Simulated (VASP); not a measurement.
Set up this calculation in VASP 6.6.1, as the native input.

* Task: single point
* Functional: PBE
* Potentials or basis: VASP PAW PBE potentials, release 64 (Sc_sv)
* Cutoff: 520 eV
* k mesh: 9 × 9 × 2
* Occupations: fermi-dirac, width 0.05 eV
* Spin: no spin polarisation
* Dipole correction: no
* Further INCAR settings: ALGO = Fast; EDIFF = 1e-06; NBANDS = 42

The structure of Sc lies in POSCAR:

```
Sc
1.0
    3.2463827195      0.0000000000      0.0000000000
   -1.6231913597      2.8114499055      0.0000000000
    0.0000000000      0.0000000000     16.3469753200
Sc
6
Direct
    0.5161440000      0.5150790000      0.6669480000
   -0.0080300000      0.5258120000      0.8358300000
    0.4578700000      0.4692980000      0.1669480000
    0.0084920000      0.4785780000      0.3343050000
    0.4749630000      0.0060860000     -0.0032830000
    0.5330210000      0.0211130000      0.4977380000
```

This cell differs from its parent crystal: atoms moved at random.

The input as run:

INCAR

```
PREC     = Accurate       # precision mode
ENCUT    = 520            # plane-wave cutoff, eV
EDIFF    = 1E-6           # SCF threshold, eV
ISMEAR   = -1             # smearing method
SIGMA    = 0.05           # smearing width, eV
LREAL    = False          # projectors in reciprocal space
LASPH    = True           # aspherical terms in the spheres
NELM     = 60             # most SCF steps
ALGO     = Fast           # electronic algorithm
ISIF     = 2              # what is computed and relaxed
LWAVE    = False          # write WAVECAR
LCHARG   = False          # write CHGCAR
GGA      = PE             # functional
NBANDS   = 42             # bands
```

KPOINTS

```
Automatic mesh
0
Gamma
  9 9 2
```

Potentials or basis: VASP PAW PBE potentials, release 64 (Sc_sv).

Launch:

```console
$ cat potpaw_PBE.64/Sc_sv/POTCAR > POTCAR
$ mpirun -np 1 vasp_std > vasp.out
```

Results of the run:

* Pressure: -0.1 GPa
* Largest force: 0.226 eV/Å
* Band gap on the k mesh: zero (bands 33 and 34 overlap by 0.84 eV)

Caveat: the cell differs from its parent crystal (atoms moved at random).

Run time: 9.7 min on 1 thread of Intel(R) Xeon(R) Platinum 8488C (Sapphire Rapids), with other jobs on the host, peak memory 0.5 GiB.
